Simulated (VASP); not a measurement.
## Si2O (antifluorite type): single point with PBE

The system is Si2O (antifluorite type).

```
Si O
1.0
     0.00000    2.81046    2.81046
     2.81046    0.00000    2.81046
     2.81046    2.81046    0.00000
Si O
2 1
Direct
  0.25000 0.25000 0.25000
  0.75000 0.75000 0.75000
  0.00000 0.00000 0.00000
```

```
Program             : VASP 6.6.1
Task                : single point
Functional          : PBE
Potentials or basis : VASP PAW PBE potentials, release 64 (Si, O)
Cutoff              : 600 eV
k mesh              : 34 × 34 × 34
Occupations         : fermi-dirac, width 0.0612256 eV
Spin                : no spin polarisation
```

The pressure is -3.2 GPa and the band gap on the k mesh is zero (bands 7 and 8 overlap by 1.33 eV).

Levels at points of the mesh, in eV from the Fermi level:
| k point | band 3 | band 4 | band 5 | band 6 | band 7 | band 8 | band 9 | band 10 | band 11 | band 12 |
| --- | --- | --- | --- | --- | --- | --- | --- | --- | --- | --- |
| (0.00, 0.00, 0.00) | -4.27 | -4.27 | -4.27 | -0.70 | -0.48 | -0.48 | -0.48 | 5.08 | 5.08 | 5.08 |
| (0.50, 0.00, 0.00) | -6.73 | -4.85 | -4.85 | -0.49 | 0.19 | 0.19 | 2.17 | 3.32 | 3.32 | 4.48 |
| (0.50, 0.50, 0.00) | -5.90 | -5.90 | -4.94 | -3.71 | -0.41 | 1.56 | 1.56 | 5.53 | 7.10 | 7.10 |

It took 10 min on 1 thread of Oxide Virtual Turin-like Processor, on a shared host, peak memory 0.72 GiB.

Caveat: the cell stands under tension.
